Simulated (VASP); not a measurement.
# CsPbBr3: single point with r2SCAN

CsPbBr3:

```
Cs Pb Br
1.0
     8.29945    0.01908    0.00164
     0.01908    8.22918    0.05153
     0.00242    0.07597   12.23449
Cs Pb Br
4 4 12
Direct
  0.01641 0.49612 0.24697
  0.49401 0.00454 0.25288
  0.50277 0.00455 0.75542
  0.01069 0.50614 0.75778
  0.00742 0.00193 0.00340
  0.99977 0.99877 0.49556
  0.49233 0.49761 0.49984
  0.49707 0.50543 0.00268
  0.00921 0.99434 0.24369
  0.98752 0.99647 0.75364
  0.17474 0.67981 0.00290
  0.32080 0.81259 0.49114
  0.31177 0.19806 0.01035
  0.15369 0.32321 0.50080
  0.50006 0.50596 0.74625
  0.49411 0.48333 0.24717
  0.67544 0.18949 0.48738
  0.81507 0.31237 0.99118
  0.81086 0.66856 0.48878
  0.70292 0.81178 0.00671
```

- Program: VASP 6.6.1
- Task: single point
- Functional: r2SCAN
- Potentials or basis: VASP PAW PBE potentials, release 64 (Cs_sv, Pb_d, Br)
- Cutoff: 520 eV
- k mesh: 1 × 1 × 1
- Occupations: fermi-dirac, width 0.05 eV
- Spin: no spin polarisation

```json
{"Pressure": "1.0 GPa", "Largest force": "0.490 eV/Å"}
```

Forces in eV/Å, atoms in the order of the input:
```
Cs  -0.118 -0.012 -0.048
Cs   0.071 -0.022 -0.101
Cs   0.057  0.012  0.006
Cs  -0.063  0.013 -0.079
Pb  -0.138  0.071 -0.205
Pb  -0.088  0.003  0.175
Pb   0.158 -0.037  0.115
Pb   0.138  0.061  0.027
Br   0.001  0.004  0.376
Br  -0.011 -0.045 -0.329
Br  -0.027 -0.287 -0.046
Br  -0.022  0.488  0.042
Br   0.344 -0.138 -0.033
Br  -0.084  0.009  0.053
Br  -0.031 -0.013  0.012
Br  -0.028 -0.014 -0.095
Br   0.089 -0.438  0.039
Br  -0.018  0.215  0.008
Br   0.071 -0.024  0.012
Br  -0.303  0.155  0.072
```

Stress tensor (GPa, compression positive):
```
 1.26  0.01  0.02
 0.01  1.52 -0.10
 0.02 -0.10  0.09
```

Levels at points of the mesh, in eV from the Fermi level:
```
           k point  band 84  band 85  band 86  band 87  band 88  band 89  band 90  band 91  band 92  band 93
(0.00, 0.00, 0.00)    -2.32    -2.30    -2.07    -1.65    -1.14     1.16     1.45     1.53     1.74     1.84
```

Run time: 9 min on 1 thread of Intel(R) Xeon(R) Platinum 8259CL CPU @ 2.50GHz (Skylake/Cascade Lake), on a shared host, peak memory 0.88 GiB.

Caveat: the k points lie up to 0.76 Å⁻¹ apart; the PAW data sets were made with another functional, which shifts forces and pressure a little; spin-orbit coupling is left out, which moves the levels of the heavy elements.
